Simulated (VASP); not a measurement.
## Si2Ni: single point with PBE

The system is Si2Ni.

```
Si Ni
1.0
     0.00000    2.45901    2.45901
     2.45901    0.00000    2.45901
     2.45901    2.45901    0.00000
Si Ni
2 1
Direct
  0.25000 0.25000 0.25000
  0.75000 0.75000 0.75000
  0.00000 0.00000 0.00000
```

```yaml
Program: VASP 6.6.1
Task: single point
Functional: PBE
Potentials_or_basis: VASP PAW PBE potentials, release 64 (Si, Ni)
Cutoff: 520 eV
k_mesh: 14 × 14 × 14
Occupations: gaussian, width 0.1 eV
Spin: no spin polarisation
Dipole_correction: no
Further_INCAR_settings: ALGO = Normal; EDIFF = 1e-07; NBANDS = 16
```

```json
{
 "Pressure": "89.4 GPa",
 "Band gap on the k mesh": "zero (bands 9 and 10 overlap by 1.57 eV)"
}
```

Levels at points of the mesh, in eV from the Fermi level:
| k point | band 6 | band 7 | band 8 | band 9 | band 10 | band 11 | band 12 | band 13 |
| --- | --- | --- | --- | --- | --- | --- | --- | --- |
| (0.00, 0.00, 0.00) | -5.76 | 1.27 | 1.27 | 1.27 | 1.81 | 1.81 | 1.81 | 2.02 |
| (0.50, 0.00, 0.00) | -5.43 | -5.43 | -2.56 | -2.56 | 1.56 | 1.56 | 1.81 | 4.20 |
| (0.50, 0.50, 0.00) | -5.72 | -5.72 | -5.45 | -5.09 | -0.26 | 0.37 | 7.12 | 10.52 |

Run time: 45 s on 1 thread of Intel(R) Xeon(R) Platinum 8488C (Sapphire Rapids) (shared host), peak memory 0.18 GiB.

Caveat: the cell stands under pressure. Spin polarisation is off, so any magnetic state and its effect on volume and gap are missing.
